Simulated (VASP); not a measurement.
Input of a VASP 6.6.1 run:

The input INCAR:

```
SYSTEM = BiTe
ALGO     = Normal         ! electronic algorithm
EDIFF    = 1E-6           ! SCF threshold, eV
ENCUT    = 520            ! plane-wave cutoff, eV
GGA      = PS             ! functional
ISIF     = 2              ! what is computed and relaxed
ISMEAR   = 0              ! smearing method
LASPH    = .TRUE.         ! aspherical terms in the spheres
LCHARG   = .FALSE.        ! write CHGCAR
LREAL    = .FALSE.        ! projectors in reciprocal space
LWAVE    = .FALSE.        ! write WAVECAR
NBANDS   = 18             ! bands
NELM     = 60             ! most SCF steps
PREC     = Accurate       ! precision mode
SIGMA    = 0.15           ! smearing width, eV
```

Contents of KPOINTS:

```
k-points
0
G
  16 16 16
  0 0 0
```

Contents of POSCAR:

```
BiTe
1.0
    0.0599466344      3.1971538327      3.1971538327
    3.1971538327      0.0599466344      3.1971538327
    3.2571004671      3.2571004671      0.0000000000
Bi Te
1 1
Direct
    0.0000000000      0.0000000000      0.0000000000
    0.5000000000      0.5000000000      0.5000000000
```

Potentials or basis: VASP PAW PBE potentials, release 64 (Bi_d, Te).

Launch:

```sh
$ cat potpaw_PBE.64/Bi_d/POTCAR potpaw_PBE.64/Te/POTCAR > POTCAR
$ mpirun -np 1 vasp_std > vasp.out
```

(1) Estimate the pressure.

(2) Predict the band gap on the k mesh.

## Answers

(1) 0.0 GPa.

(2) zero (an odd number of electrons rules out a gap without spin polarisation).

Caveat: the cell differs from its parent crystal (strain +0.0375 x Voigt [0, 0, 0, 0, 0, 1]); the PAW data sets were made with another functional, which shifts forces and pressure a little; spin-orbit coupling is left out, which moves the levels of the heavy elements.
